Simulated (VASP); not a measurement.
BaZrO3:

```
CELL_PARAMETERS angstrom
4.20536 -0.03154 0.00000
-0.03154 4.20536 0.00000
0.00000 0.00000 4.20536
ATOMIC_POSITIONS crystal
Ba 0.00000 0.00000 0.00000
Zr 0.50000 0.50000 0.50000
O 0.50000 0.50000 0.00000
O 0.50000 0.00000 0.50000
O 0.00000 0.50000 0.50000
```

This cell differs from its parent crystal: shear xy strain -1.5%.

Base run:

* Program: VASP 6.6.1
* Functional: PBE
* Potentials or basis: VASP PAW PBE potentials, release 64 (Ba_sv, Zr_sv, O)
* Cutoff: 520 eV
* k mesh: 6 × 6 × 6
* Occupations: fermi-dirac, width 0.02 eV
* Spin: no spin polarisation

Its results: band gap on the k mesh 3.10 eV (least direct gap 3.32 eV); pressure 3.4 GPa.

The run is repeated on the same cell with these changes: functional from PBE to r2SCAN; occupations from fermi-dirac, width 0.02 eV to gaussian, width 0.01 eV. What comes out?

Band gap on the k mesh 3.61 eV (least direct gap 3.85 eV); pressure 1.0 GPa.

Caveats: spin-orbit coupling is left out, which moves the levels of the heavy elements; the cell stands under pressure (at least some runs); the PAW data sets were made with another functional, which shifts forces and pressure a little (at least some runs).

A k mesh can miss the band edges.
